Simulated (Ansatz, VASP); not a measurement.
# One calculation of Ga3Se, two programs

```
Ga Se
1.0
     3.15526    0.00000    0.00000
     0.00000    3.15526    0.00000
     0.00000    0.00000    8.72914
Ga Se
3 1
Direct
  0.50000 0.50000 0.00000
  0.00000 0.00000 0.79041
  0.00000 0.00000 0.20959
  0.00000 0.00000 0.50000
```

Alike in both runs: functional PBE; k mesh 6 × 6 × 2; occupations gaussian, width 0.1 eV; no spin polarisation.

Ansatz relaxed the structure, and its values are those at the end. VASP's run is a single point on that final structure, the one shown.

|  | VASP | Ansatz |
| --- | --- | --- |
| version | VASP 6.6.1 | Ansatz 0.2.0 |
| potentials or method | VASP PAW PBE potentials, release 64 (Ga_d, Se), cutoff 520 eV | scalar-relativistic, plane waves, PAW |
| valence electrons in the cell | 45 | 55 |

```csv
,VASP,Ansatz,Ansatz less VASP
gap on the k mesh at the Fermi level (eV),none,none,-
pressure (GPa),-0.1,-0.1,-0.02
rms of the force components (eV/Å),0.011,0.009,-0.0017
```

A gap of «none» marks a metal or a gap that the smearing closes. The functional is the same, so the differences come from potentials, cutoffs and numerics. VASP's potentials hold 45 valence electrons a cell and Ansatz's 55, so a difference there can come from the potentials and not from the codes.
